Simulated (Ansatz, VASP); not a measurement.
## PtSe2: VASP beside Ansatz

INCAR

```
SYSTEM = PtSe2
PREC     = Accurate       ! precision mode
ENCUT    = 520            ! plane-wave cutoff, eV
EDIFF    = 1E-6           ! SCF threshold, eV
ISMEAR   = 0              ! smearing method
SIGMA    = 0.15           ! smearing width, eV
LREAL    = .FALSE.        ! projectors in reciprocal space
LASPH    = .TRUE.         ! aspherical terms in the spheres
NELM     = 100            ! most SCF steps
ALGO     = Normal         ! electronic algorithm
ISIF     = 2              ! what is computed and relaxed
LWAVE    = .FALSE.        ! write WAVECAR
LCHARG   = .FALSE.        ! write CHGCAR
GGA      = PS             ! functional
NBANDS   = 18             ! bands
```

File KPOINTS:

```
regular mesh
0
G
  12 12 10
  0 0 0
```

POSCAR

```
PtSe2
1.0
    3.7240006046      0.0000000000      0.0000000000
   -1.8620003023      3.4185838749      0.0000000000
    0.0000000000      0.0000000000      5.0620000000
Pt Se
1 2
Direct
    0.0000000000      0.0000000000      0.0000000000
    0.3333333333      0.6666666667      0.2500000000
    0.6666666667      0.3333333333      0.7500000000
```

Input for Ansatz:

```yaml
crystal:
  lattice:
    - [3.7240006046, 0.0, 0.0]
    - [-1.8620003023, 3.4185838749, 0.0]
    - [0.0, 0.0, 5.062]
  atoms:
    - { symbol: Pt, position: [0.0, 0.0, 0.0] }
    - { symbol: Se, position: [0.3333333333, 0.6666666667, 0.25] }
    - { symbol: Se, position: [0.6666666667, 0.3333333333, 0.75] }
basis:
  ecutwfc: 420
kpoints:
  mp_grid: { grid: [12, 12, 10] }
hamiltonian:
  xc: pbesol
scf:
  occupations: { method: gaussian, width: 0.15 }
output:
  forces: true
  stress: true
  eigenvalues: true
```

Change from the starting cell: strain +0.0600 x Voigt [0, 1, 0, 0, 0, 0], atoms carried along.

Alike in both runs: task single point; functional PBEsol; k mesh 12 × 12 × 10; occupations gaussian, width 0.15 eV; no spin polarisation.

|  | VASP | Ansatz |
| --- | --- | --- |
| version | VASP 6.6.1 | Ansatz 0.2.0 |
| potentials or method | VASP PAW PBE potentials, release 64 (Pt, Se), cutoff 520 eV | scalar-relativistic, plane waves, PAW |
| valence electrons in the cell | 22 | 50 |

```tsv
	VASP	Ansatz	Ansatz less VASP
gap on the k mesh at the Fermi level (eV)	none	none	-
pressure (GPa)	-5.3	-5.4	-0.03
traceless stress, the component that is largest in VASP (GPa)	-4.40	-4.40	-0.004
rms of the force components (eV/Å)	0.140	0.143	+0.0034
```

VASP's potentials were made for PBE, not for PBEsol. Atom by atom the forces differ by 0.005 eV/Å (rms over components). A gap of «none» marks a metal or a gap that the smearing closes. The functional is the same, so the differences come from potentials, cutoffs and numerics. VASP's potentials hold 22 valence electrons a cell and Ansatz's 50, so a difference there can come from the potentials and not from the codes.

Neither program's run includes spin-orbit coupling.
